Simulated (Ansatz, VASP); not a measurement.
# One calculation of AlAs, two programs

```
Al As
1.0
     0.00000    2.83892    2.83892
     2.83892    0.00000    2.83892
     2.83892    2.83892    0.00000
Al As
1 1
Direct
  0.00000 0.00000 0.00000
  0.25000 0.25000 0.25000
```

Alike in both runs: task single point; functional PBE; k mesh 8 × 8 × 8; occupations fermi-dirac, width 0.02 eV; no spin polarisation.

```csv
,VASP,Ansatz
version,VASP 6.6.1,Ansatz 0.2.0
potentials or method,"VASP PAW PBE potentials, release 64 (Al, As)","plane waves, PAW"
plane-wave cutoff (eV),500,420
valence electrons in the cell,8,18
```

Ansatz gave:

| Property | Result |
| --- | --- |
| gap on the k mesh at the Fermi level (eV) | 1.46 |
| pressure (GPa) | 1.9 |

Question: Estimate VASP's values.

Answer: gap on the k mesh at the Fermi level (eV): 1.45; pressure (GPa): 2.1.

VASP's potentials hold 8 valence electrons a cell and Ansatz's 18, so a difference there can come from the potentials and not from the codes.
